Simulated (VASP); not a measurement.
As: single point with r2SCAN

The system is As.

```xyz
2
Lattice="1.7951 1.0364 5.0543 -1.7951 1.0364 5.0543 0.0000 -2.0728 5.0543" Properties=species:S:1:pos:R:3 pbc="T T T"
As    0.0000    0.0000   11.9534
As    0.0000    0.0000    3.2094
```

```json
{
  "Program": "VASP 6.6.1",
  "Task": "single point",
  "Functional": "r2SCAN",
  "Potentials or basis": "VASP PAW PBE potentials, release 64 (As)",
  "Cutoff": "520 eV",
  "k mesh": "10 × 10 × 10",
  "Occupations": "gaussian, width 0.1 eV",
  "Spin": "no spin polarisation"
}
```

```yaml
Pressure: 0.1 GPa
Largest_force: 0.062 eV/Å
Band_gap_on_the_k_mesh: 0.60 eV (least direct gap 1.15 eV)
```

Forces on the atoms (eV/Å):
```
As   0.000  0.000 -0.062
As   0.000  0.000  0.062
```

Stress tensor (GPa, compression positive):
```
0.07 0.00 0.00
0.00 0.07 0.00
0.00 0.00 0.27
```

Levels at points of the mesh, in eV from the valence-band top:
| k point | band 2 | band 3 | band 4 | band 5 | band 6 | band 7 | band 8 | band 9 |
| --- | --- | --- | --- | --- | --- | --- | --- | --- |
| (0.00, 0.00, 0.00) | -7.85 | -2.38 | -1.03 | -1.03 | 1.86 | 2.90 | 2.90 | 8.51 |
| (0.50, 0.00, 0.00) | -10.47 | -4.27 | -2.97 | -2.03 | 0.95 | 1.71 | 3.71 | 6.01 |
| (0.50, 0.50, 0.00) | -10.35 | -4.61 | -3.05 | -2.94 | 1.67 | 3.76 | 4.29 | 6.38 |
| (0.50, 0.50, 0.50) | -8.58 | -1.01 | -1.01 | 0.00 | 1.15 | 2.74 | 2.74 | 6.68 |

Run time: 3.7 min on 1 thread of Intel(R) Xeon(R) 6975P-C (Granite Rapids) (shared host), peak memory 0.31 GiB.

Caveat: the PAW data sets were made with another functional, which shifts forces and pressure a little. A k mesh can miss the band edges.
